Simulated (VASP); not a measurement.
# BaTe in VASP: a series of runs, part 3 of 3

VASP 6.6.1.

## Step 5: Electric field gradients, PBEsol (equal xy, yz and zx shear strains of -1 %)

Contents of INCAR:

```
ALGO = Normal
EDIFF = 1E-8
ENCUT = 520
GGA = PS
ISIF = 2
ISMEAR = -1
LASPH = True
LCHARG = False
LEFG = True
LREAL = False
LWAVE = False
NBANDS = 15
NELM = 60
PREC = Accurate
SIGMA = 0.05
```

Contents of KPOINTS:

```
k-points
0
Gamma
  10 10 10
```

Contents of POSCAR:

```
BaTe
1.0
   -0.0341000000      3.3929500000      3.3929500000
    3.3929500000     -0.0341000000      3.3929500000
    3.3929500000      3.3929500000     -0.0341000000
Ba Te
1 1
Direct
    0.0000000000      0.0000000000      0.0000000000
    0.5000000000      0.5000000000      0.5000000000
```

Potentials or basis: VASP PAW PBE potentials, release 64 (Ba_sv, Te).

Run with:

```bash
> cat potpaw_PBE.64/Ba_sv/POTCAR potpaw_PBE.64/Te/POTCAR > POTCAR
> mpirun -np 1 vasp_std > vasp.out
```

OUTCAR:

```text
EDIFF = 1E-8
   ENCUT = 520
   GGA = PS
   ISIF = 2
   ISMEAR = -1
   LASPH = True
   LREAL = False
   NELM = 60
   PREC = Accurate

 ion  position               nearest neighbor table
   1  0.000  0.000  0.000-   2 3.41   2 3.41   2 3.41   2 3.41   2 3.41   2 3.41
   2  0.500  0.500  0.500-   1 3.41   1 3.41   1 3.41   1 3.41   1 3.41   1 3.41

  LATTYP: Found a trigonal (rhomboedric) cell.
 ALAT       =     4.7984770725
 COS(alpha) =     0.4899250057

  Lattice vectors:

 A1 = (  -0.0341000000,   3.3929500000,   3.3929500000)
 A2 = (   3.3929500000,  -0.0341000000,   3.3929500000)
 A3 = (   3.3929500000,   3.3929500000,  -0.0341000000)

Analysis of symmetry for initial positions (statically):
=====================================================================
 Subroutine PRICEL returns:
 Original cell was already a primitive cell.

 Routine SETGRP: Setting up the symmetry group for a
 trigonal (rhombohedral) supercell.

 Subroutine GETGRP returns: Found 12 space group operations
 (whereof 12 operations were pure point group operations)
[... 620 lines left out ...]
     3.392950000 -0.034100000  3.392950000     0.146634935 -0.145161217  0.146634935
     3.392950000  3.392950000 -0.034100000     0.146634935  0.146634935 -0.145161217

 POSITION                                       TOTAL-FORCE (eV/Angst)
 -----------------------------------------------------------------------------------
      0.00000      0.00000      0.00000         0.000000     -0.000000      0.000000
      3.37590      3.37590      3.37590        -0.000000      0.000000     -0.000000
 -----------------------------------------------------------------------------------
    total drift:                                0.000000      0.000000      0.000000

  FREE ENERGIE OF THE ION-ELECTRON SYSTEM (eV)
  ---------------------------------------------------
  free  energy   TOTEN  =        -9.1541539881 eV

  energy  without entropy=       -9.1541539323  energy(sigma->0) =       -9.15415396

 Electric field gradients (V/A^2)
---------------------------------------------------------------------
 ion       V_xx      V_yy      V_zz      V_xy      V_xz      V_yz
---------------------------------------------------------------------
   1       0.000     0.000    -0.000     1.885     1.885     1.885
   2       0.000    -0.000     0.000    -2.116    -2.116    -2.116
---------------------------------------------------------------------

 Electric field gradients after diagonalization (V/A^2)
 (convention: |V_zz| > |V_xx| > |V_yy|)
----------------------------------------------------------------------
 ion       V_xx      V_yy      V_zz     asymmetry (V_yy - V_xx)/ V_zz
----------------------------------------------------------------------
   1      -1.885    -1.885     3.770       0.000
   2       2.116     2.116    -4.231       0.000
----------------------------------------------------------------------

           NMR quadrupolar parameters

 Cq : quadrupolar parameter    Cq=e*Q*V_zz/h
 eta: asymmetry parameters     (V_yy - V_xx)/ V_zz
 Q  : nuclear electric quadrupole moment in mb (millibarn)
----------------------------------------------------------------------
 ion       Cq(MHz)       eta       Q (mb)
----------------------------------------------------------------------
   1       0.009       0.000       1.000
   2      -0.010       0.000       1.000
----------------------------------------------------------------------
```

stdout:

```text
POSCAR found type information on POSCAR BaTe
 POSCAR found :  2 types and       2 ions
 scaLAPACK will be used
 -----------------------------------------------------------------------------
|                                                                             |
|                                                                             |
|     You enforced a specific xc type in the INCAR file but a different       |
|     I HOPE YOU KNOW WHAT YOU ARE DOING!                                     |
|                                                                             |
 -----------------------------------------------------------------------------

 LDA part: xc-table for (Slater+PW92), standard interpolation
 POSCAR, INCAR and KPOINTS ok, starting setup
 FFT: planning ... GRIDC
 FFT: planning ... GRID_SOFT
 FFT: planning ... GRID
 WAVECAR not read
 entering main loop
ion   1

ion   2
```

Wall time 4.5 min (1 thread of Oxide Virtual Turin-like, shared host); peak memory 0.27 GiB.

Results:

```yaml
Free_energy: -9.1542 eV
Pressure: 2.4 GPa
Band_gap_on_the_k_mesh: 1.20 eV (least direct gap 1.60 eV)
Largest_electric_field_gradient_by_atom: Ba +3.8; Te -4.2 V/Å²
```

Electric field gradients, principal values (V/Å²):
| atom | least | middle | greatest (by size) |
| --- | --- | --- | --- |
| 1 Ba | -1.885 | -1.885 | 3.770 |
| 2 Te | 2.116 | 2.116 | -4.231 |

Caveat: the cell differs from its parent crystal (equal xy, yz and zx shear strains of -1 %); without QUAD_EFG the Cq values of the log hold for a quadrupole moment of 1 mb, not for the nuclei; the PAW data sets were made with another functional, which shifts forces and pressure a little; spin-orbit coupling is left out, which moves the levels of the heavy elements. A k mesh can miss the band edges.

## Step 6: Electric field gradients, PBEsol (equal xy, yz and zx shear strains of +1 %)

Contents of INCAR:

```
  PREC = Accurate
  ENCUT = 520
  EDIFF = 1E-8
  ISMEAR = -1
  SIGMA = 0.05
  LREAL = F
  LASPH = T
  NELM = 60
  ALGO = Normal
  ISIF = 2
  LWAVE = F
  LCHARG = F
  GGA = PS
  LEFG = T
  NBANDS = 15
```

Contents of KPOINTS:

```
Automatic mesh
0
Gamma
  10 10 10
```

Contents of POSCAR:

```
BaTe
1.0
    0.0341000000      3.4270500000      3.4270500000
    3.4270500000      0.0341000000      3.4270500000
    3.4270500000      3.4270500000      0.0341000000
Ba Te
1 1
Direct
    0.0000000000      0.0000000000      0.0000000000
    0.5000000000      0.5000000000      0.5000000000
```

Potentials or basis: VASP PAW PBE potentials, release 64 (Ba_sv, Te).

Run with:

```bash
> cat potpaw_PBE.64/Ba_sv/POTCAR potpaw_PBE.64/Te/POTCAR > POTCAR
> mpirun -np 1 vasp_std > vasp.out
```

OUTCAR:

```text
PREC = Accurate
   ENCUT = 520
   EDIFF = 1E-8
   ISMEAR = -1
   LREAL = F
   LASPH = T
   NELM = 60
   ISIF = 2
   GGA = PS

 ion  position               nearest neighbor table
   1  0.000  0.000  0.000-   2 3.41   2 3.41   2 3.41   2 3.41   2 3.41   2 3.41
   2  0.500  0.500  0.500-   1 3.41   1 3.41   1 3.41   1 3.41   1 3.41   1 3.41

  LATTYP: Found a trigonal (rhomboedric) cell.
 ALAT       =     4.8467005493
 COS(alpha) =     0.5099250056

  Lattice vectors:

 A1 = (   0.0341000000,   3.4270500000,   3.4270500000)
 A2 = (   3.4270500000,   0.0341000000,   3.4270500000)
 A3 = (   3.4270500000,   3.4270500000,   0.0341000000)

Analysis of symmetry for initial positions (statically):
=====================================================================
 Subroutine PRICEL returns:
 Original cell was already a primitive cell.

 Routine SETGRP: Setting up the symmetry group for a
 trigonal (rhombohedral) supercell.

[... 620 lines left out ...]
      direct lattice vectors                 reciprocal lattice vectors
     0.034100000  3.427050000  3.427050000    -0.148093915  0.146634861  0.146634861
     3.427050000  0.034100000  3.427050000     0.146634861 -0.148093915  0.146634861
     3.427050000  3.427050000  0.034100000     0.146634861  0.146634861 -0.148093915

 POSITION                                       TOTAL-FORCE (eV/Angst)
 -----------------------------------------------------------------------------------
      0.00000      0.00000      0.00000         0.000000     -0.000000      0.000000
      3.44410      3.44410      3.44410        -0.000000      0.000000     -0.000000
 -----------------------------------------------------------------------------------
    total drift:                                0.000000      0.000000      0.000000

  FREE ENERGIE OF THE ION-ELECTRON SYSTEM (eV)
  ---------------------------------------------------
  free  energy   TOTEN  =        -9.1541292459 eV

  energy  without entropy=       -9.1541291902  energy(sigma->0) =       -9.15412922

 Electric field gradients (V/A^2)
---------------------------------------------------------------------
 ion       V_xx      V_yy      V_zz      V_xy      V_xz      V_yz
---------------------------------------------------------------------
   1       0.000     0.000    -0.000    -1.891    -1.891    -1.891
   2       0.000    -0.000     0.000     2.254     2.254     2.254
---------------------------------------------------------------------

 Electric field gradients after diagonalization (V/A^2)
 (convention: |V_zz| > |V_xx| > |V_yy|)
----------------------------------------------------------------------
 ion       V_xx      V_yy      V_zz     asymmetry (V_yy - V_xx)/ V_zz
----------------------------------------------------------------------
   1       1.891     1.891    -3.782       0.000
   2      -2.254    -2.254     4.508       0.000
----------------------------------------------------------------------

           NMR quadrupolar parameters

 Cq : quadrupolar parameter    Cq=e*Q*V_zz/h
 eta: asymmetry parameters     (V_yy - V_xx)/ V_zz
 Q  : nuclear electric quadrupole moment in mb (millibarn)
----------------------------------------------------------------------
 ion       Cq(MHz)       eta       Q (mb)
----------------------------------------------------------------------
   1      -0.009       0.000       1.000
   2       0.011       0.000       1.000
----------------------------------------------------------------------
```

OSZICAR:

```text
N       E                     dE             d eps       ncg     rms          rms(c)
DAV:   1     0.815040236516E+02    0.81504E+02   -0.63139E+03  3480   0.898E+02
DAV:   2    -0.431746401879E+01   -0.85821E+02   -0.78145E+02  4730   0.156E+02
DAV:   3    -0.914843730655E+01   -0.48310E+01   -0.47968E+01  4668   0.395E+01
DAV:   4    -0.926071031870E+01   -0.11227E+00   -0.11224E+00  4544   0.617E+00
DAV:   5    -0.926363609964E+01   -0.29258E-02   -0.29257E-02  4961   0.819E-01    0.410E+00
DAV:   6    -0.916244095718E+01    0.10120E+00   -0.97907E-02  4173   0.163E+00    0.267E+00
DAV:   7    -0.915271310096E+01    0.97279E-02   -0.80782E-02  4369   0.155E+00    0.733E-01
DAV:   8    -0.915387375901E+01   -0.11607E-02   -0.97752E-03  3879   0.575E-01    0.185E-01
DAV:   9    -0.915407678473E+01   -0.20303E-03   -0.47908E-04  4663   0.151E-01    0.476E-02
DAV:  10    -0.915412090450E+01   -0.44120E-04   -0.78728E-05  4355   0.584E-02    0.150E-02
DAV:  11    -0.915413114818E+01   -0.10244E-04   -0.28210E-05  4376   0.299E-02    0.169E-02
DAV:  12    -0.915412895779E+01    0.21904E-05   -0.73940E-06  4306   0.148E-02    0.763E-03
DAV:  13    -0.915412917820E+01   -0.22041E-06   -0.38209E-07  4432   0.401E-03    0.933E-04
DAV:  14    -0.915412919065E+01   -0.12447E-07   -0.12329E-08  3969   0.708E-04    0.114E-03
DAV:  15    -0.915412924521E+01   -0.54561E-07   -0.56911E-09  3133   0.457E-04    0.143E-04
DAV:  16    -0.915412924592E+01   -0.71054E-09   -0.17598E-09  2440   0.214E-04
   1 F= -.91541292E+01 E0= -.91541292E+01  d E =-.556789E-07
```

Run time: 3.5 min. Hardware: 1 thread of Oxide Virtual Turin-like, shared host; peak memory 0.27 GiB.

What came out:

```
Free energy                             : -9.1541 eV
Pressure                                : 2.4 GPa
Band gap on the k mesh                  : 1.22 eV (least direct gap 1.60 eV)
Largest electric field gradient by atom : Ba -3.8; Te +4.5 V/Å²
```

Stress tensor (GPa, compression positive):
```
 2.37 -0.10 -0.10
-0.10  2.37 -0.10
-0.10 -0.10  2.37
```

Electric field gradients, principal values (V/Å²):
```
atom   least  middle  greatest (by size)
1 Ba   1.891   1.891              -3.782
2 Te  -2.254  -2.254               4.508
```

Caveat: the cell differs from its parent crystal (equal xy, yz and zx shear strains of +1 %); without QUAD_EFG the Cq values of the log hold for a quadrupole moment of 1 mb, not for the nuclei; the PAW data sets were made with another functional, which shifts forces and pressure a little; spin-orbit coupling is left out, which moves the levels of the heavy elements. A k mesh can miss the band edges.

## Step 7: Electric field gradients, PBEsol (equal xy, yz and zx shear strains of +2 %)

Contents of INCAR:

```
PREC = Accurate
ENCUT = 520
EDIFF = 1E-8
ISMEAR = -1
SIGMA = 0.05
LREAL = False
LASPH = True
NELM = 100
ALGO = Normal
ISIF = 2
LWAVE = False
LCHARG = False
GGA = PS
LEFG = True
NBANDS = 15
```

Contents of KPOINTS:

```
regular mesh
0
Gamma
  10 10 10
```

Contents of POSCAR:

```
BaTe
1.0
    0.0682000000      3.4441000000      3.4441000000
    3.4441000000      0.0682000000      3.4441000000
    3.4441000000      3.4441000000      0.0682000000
Ba Te
1 1
Direct
    0.0000000000      0.0000000000      0.0000000000
    0.5000000000      0.5000000000      0.5000000000
```

Potentials or basis: VASP PAW PBE potentials, release 64 (Ba_sv, Te).

Run with:

```bash
> cat potpaw_PBE.64/Ba_sv/POTCAR potpaw_PBE.64/Te/POTCAR > POTCAR
> mpirun -np 1 vasp_std > vasp.out
```

OUTCAR:

```text
PREC = Accurate
   ENCUT = 520
   EDIFF = 1E-8
   ISMEAR = -1
   LREAL = False
   LASPH = True
   NELM = 100
   ISIF = 2
   GGA = PS

 ion  position               nearest neighbor table
   1  0.000  0.000  0.000-   2 3.41   2 3.41   2 3.41   2 3.41   2 3.41   2 3.41
   2  0.500  0.500  0.500-   1 3.41   1 3.41   1 3.41   1 3.41   1 3.41   1 3.41

  LATTYP: Found a trigonal (rhomboedric) cell.
 ALAT       =     4.8711703789
 COS(alpha) =     0.5197000882

  Lattice vectors:

 A1 = (   0.0682000000,   3.4441000000,   3.4441000000)
 A2 = (   3.4441000000,   0.0682000000,   3.4441000000)
 A3 = (   3.4441000000,   3.4441000000,   0.0682000000)

Analysis of symmetry for initial positions (statically):
=====================================================================
 Subroutine PRICEL returns:
 Original cell was already a primitive cell.

 Routine SETGRP: Setting up the symmetry group for a
 trigonal (rhombohedral) supercell.
[... 620 lines left out ...]
  volume of cell :       79.28
      direct lattice vectors                 reciprocal lattice vectors
     0.068200000  3.444100000  3.444100000    -0.149560698  0.146656607  0.146656607
     3.444100000  0.068200000  3.444100000     0.146656607 -0.149560698  0.146656607
     3.444100000  3.444100000  0.068200000     0.146656607  0.146656607 -0.149560698

 POSITION                                       TOTAL-FORCE (eV/Angst)
 -----------------------------------------------------------------------------------
      0.00000      0.00000      0.00000        -0.000000      0.000000      0.000000
      3.47820      3.47820      3.47820         0.000000     -0.000000     -0.000000
 -----------------------------------------------------------------------------------
    total drift:                                0.000000      0.000000      0.000000

  FREE ENERGIE OF THE ION-ELECTRON SYSTEM (eV)
  ---------------------------------------------------
  free  energy   TOTEN  =        -9.1515392221 eV

  energy  without entropy=       -9.1515391589  energy(sigma->0) =       -9.15153919

 Electric field gradients (V/A^2)
---------------------------------------------------------------------
 ion       V_xx      V_yy      V_zz      V_xy      V_xz      V_yz
---------------------------------------------------------------------
   1       0.000     0.000    -0.000    -3.788    -3.788    -3.788
   2       0.000    -0.000     0.000     4.640     4.640     4.640
---------------------------------------------------------------------

 Electric field gradients after diagonalization (V/A^2)
 (convention: |V_zz| > |V_xx| > |V_yy|)
----------------------------------------------------------------------
 ion       V_xx      V_yy      V_zz     asymmetry (V_yy - V_xx)/ V_zz
----------------------------------------------------------------------
   1       3.788     3.788    -7.576       0.000
   2      -4.640    -4.640     9.280       0.000
----------------------------------------------------------------------

           NMR quadrupolar parameters

 Cq : quadrupolar parameter    Cq=e*Q*V_zz/h
 eta: asymmetry parameters     (V_yy - V_xx)/ V_zz
 Q  : nuclear electric quadrupole moment in mb (millibarn)
----------------------------------------------------------------------
 ion       Cq(MHz)       eta       Q (mb)
----------------------------------------------------------------------
   1      -0.018       0.000       1.000
   2       0.022       0.000       1.000
----------------------------------------------------------------------
```

OSZICAR:

```text
N       E                     dE             d eps       ncg     rms          rms(c)
DAV:   1     0.813747269476E+02    0.81375E+02   -0.63811E+03  3480   0.900E+02
DAV:   2    -0.428471216453E+01   -0.85659E+02   -0.78474E+02  4660   0.159E+02
DAV:   3    -0.913846236725E+01   -0.48538E+01   -0.48213E+01  4715   0.394E+01
DAV:   4    -0.925804803623E+01   -0.11959E+00   -0.11954E+00  4527   0.631E+00
DAV:   5    -0.926125038018E+01   -0.32023E-02   -0.32022E-02  4903   0.845E-01    0.410E+00
DAV:   6    -0.915988387625E+01    0.10137E+00   -0.98329E-02  4243   0.164E+00    0.267E+00
DAV:   7    -0.915013137606E+01    0.97525E-02   -0.81129E-02  4292   0.155E+00    0.731E-01
DAV:   8    -0.915128152849E+01   -0.11502E-02   -0.98513E-03  3858   0.576E-01    0.185E-01
DAV:   9    -0.915148801581E+01   -0.20649E-03   -0.48554E-04  4614   0.152E-01    0.469E-02
DAV:  10    -0.915153072728E+01   -0.42711E-04   -0.79134E-05  4320   0.585E-02    0.151E-02
DAV:  11    -0.915154110941E+01   -0.10382E-04   -0.28171E-05  4467   0.299E-02    0.167E-02
DAV:  12    -0.915153893758E+01    0.21718E-05   -0.74699E-06  4285   0.148E-02    0.786E-03
DAV:  13    -0.915153915303E+01   -0.21545E-06   -0.39692E-07  4446   0.411E-03    0.908E-04
DAV:  14    -0.915153916634E+01   -0.13306E-07   -0.14107E-08  4198   0.754E-04    0.109E-03
DAV:  15    -0.915153922197E+01   -0.55636E-07   -0.43351E-09  3147   0.409E-04    0.140E-04
DAV:  16    -0.915153922207E+01   -0.97998E-10   -0.15738E-09  2398   0.198E-04
   1 F= -.91515392E+01 E0= -.91515392E+01  d E =-.631528E-07
```

Run time: 2.3 min. Hardware: 1 thread of Oxide Virtual Turin-like, shared host; peak memory 0.28 GiB.

Results:

| Item | Value |
| --- | --- |
| Free energy | -9.1515 eV |
| Pressure | 2.4 GPa |
| Band gap on the k mesh | 1.20 eV (least direct gap 1.58 eV) |
| Largest electric field gradient by atom | Ba -7.6; Te +9.3 V/Å² |

Stress tensor (GPa, compression positive):
```
 2.37 -0.21 -0.21
-0.21  2.37 -0.21
-0.21 -0.21  2.37
```

Electric field gradients, principal values (V/Å²):
```tsv
atom	least	middle	greatest (by size)
1 Ba	3.788	3.788	-7.576
2 Te	-4.640	-4.640	9.280
```

Caveat: the cell differs from its parent crystal (equal xy, yz and zx shear strains of +2 %); without QUAD_EFG the Cq values of the log hold for a quadrupole moment of 1 mb, not for the nuclei; the PAW data sets were made with another functional, which shifts forces and pressure a little; spin-orbit coupling is left out, which moves the levels of the heavy elements.

## Step 8: The runs side by side

```csv
cell,gap on the mesh (eV),pressure (GPa)
"a = 4.774, b = 4.774, c = 4.822 Å, angles 59.7, 59.7, 60.7°, 2 atoms",1.12,3.3
"a = 4.775 Å, angles 61.3°, 2 atoms",1.17,2.4
"a = 4.798 Å, angles 60.7°, 2 atoms",1.20,2.4
"a = 4.847 Å, angles 59.3°, 2 atoms",1.22,2.4
"a = 4.871 Å, angles 58.7°, 2 atoms",1.20,2.4
```

Alike in all rows: task electric field gradients; level PBEsol; potentials or basis VASP PAW PBE potentials, release 64 (Ba_sv, Te); no spin polarisation; k mesh 10 × 10 × 10; cutoff (eV) 520; smearing fermi-dirac 0.05 eV.

Caveats: the PAW data sets were made with another functional, which shifts forces and pressure a little; spin-orbit coupling is left out, which moves the levels of the heavy elements; the cell stands under pressure (at least some runs).

Absolute energies hang on the potentials; compare differences alone.
